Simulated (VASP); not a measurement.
Here is a VASP 6.6.1 calculation.

File INCAR:

```
SYSTEM = Ca3CrSe4
PREC     = Accurate       ! precision mode
ENCUT    = 600            ! plane-wave cutoff, eV
EDIFF    = 1E-6           ! SCF threshold, eV
ISMEAR   = 0              ! smearing method
SIGMA    = 0.15           ! smearing width, eV
LREAL    = .FALSE.        ! projectors in reciprocal space
LASPH    = .TRUE.         ! aspherical terms in the spheres
NELM     = 150            ! most SCF steps
ALGO     = Normal         ! electronic algorithm
ISIF     = 3              ! what is computed and relaxed
LWAVE    = .FALSE.        ! write WAVECAR
LCHARG   = .FALSE.        ! write CHGCAR
ISPIN    = 2              ! spin polarisation
MAGMOM   = 0 0 0 3 0 0 0 0 ! initial moments
LORBIT   = 11             ! projections on sites
LMAXMIX  = 4              ! l up to which the mixer works
GGA      = PE             ! functional
IBRION   = 2              ! ionic algorithm
NSW      = 36             ! ionic steps
EDIFFG   = -0.08          ! ionic threshold
```

File KPOINTS:

```
Automatic mesh
0
G
  2 2 2
  0 0 0
```

POSCAR

```
Ca3CrSe4
1.0
    6.0681683200      0.0000000000      0.0000000000
    0.0000000000      6.0681683200      0.0000000000
    0.0000000000      0.0000000000      6.0681683200
Ca Cr Se
3 1 4
Direct
    0.0000000000      0.5000000000      0.5000000000
    0.5000000000      0.0000000000      0.5000000000
    0.5000000000      0.5000000000      0.0000000000
    0.5000000000      0.5000000000      0.5000000000
    0.5000000000      0.0000000000      0.0000000000
    0.0000000000      0.5000000000      0.0000000000
    0.0000000000      0.0000000000      0.5000000000
    0.0000000000      0.0000000000      0.0000000000
```

Potentials or basis: VASP PAW PBE potentials, release 64 (Ca_sv, Cr_pv, Se).

Run with:

```bash
$ cat potpaw_PBE.64/Ca_sv/POTCAR potpaw_PBE.64/Cr_pv/POTCAR potpaw_PBE.64/Se/POTCAR > POTCAR
$ mpirun -np 1 vasp_std > vasp.out
```

**Question.** Predict the relaxed volume.

**Answer.** 27.21 Å³/atom.

**Question.** Predict the net moment.

**Answer.** 5.10 μB per cell.

Final structure:
```yaml
crystal:
  lattice:
    - [6.01579, 0.00000, 0.00000]
    - [0.00000, 6.01579, 0.00000]
    - [0.00000, 0.00000, 6.01579]
  atoms:
    - { symbol: Ca, position: [0.00000, 0.50000, 0.50000] }
    - { symbol: Ca, position: [0.50000, 0.00000, 0.50000] }
    - { symbol: Ca, position: [0.50000, 0.50000, 0.00000] }
    - { symbol: Cr, position: [0.50000, 0.50000, 0.50000] }
    - { symbol: Se, position: [0.50000, 0.00000, 0.00000] }
    - { symbol: Se, position: [0.00000, 0.50000, 0.00000] }
    - { symbol: Se, position: [0.00000, 0.00000, 0.50000] }
    - { symbol: Se, position: [0.00000, 0.00000, 0.00000] }
```

Caveat: the k points lie up to 0.52 Å⁻¹ apart in the final cell; a cell with one magnetic atom can't hold antiferromagnetic order, which such compounds often take.
